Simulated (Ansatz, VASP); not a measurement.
# One calculation of Co, two programs

```
Co
1.0
     2.36569    0.00000    0.00000
     0.00000    2.36569    0.00000
     0.00000    0.00000    2.36569
Co
1
Direct
  0.00000 0.00000 0.00000
```

Alike in both runs: task single point; functional RPBE; k mesh 15 × 15 × 15; occupations fermi-dirac, width 0.1 eV; no spin polarisation.

|  | VASP | Ansatz |
| --- | --- | --- |
| version | VASP 6.6.1 | Ansatz 0.2.0 |
| potentials or method | VASP PAW PBE potentials, release 64 (Co), cutoff 600 eV | plane waves (420 eV) with PAW, scalar-relativistic |
| valence electrons in the cell | 9 | 17 |

|  | VASP | Ansatz | Ansatz less VASP |
| --- | --- | --- | --- |
| pressure (GPa) | -10.9 | -10.5 | +0.35 |

VASP's potentials were made for PBE, not for RPBE. VASP's potentials hold 9 valence electrons a cell and Ansatz's 17, so a difference there can come from the potentials and not from the codes.
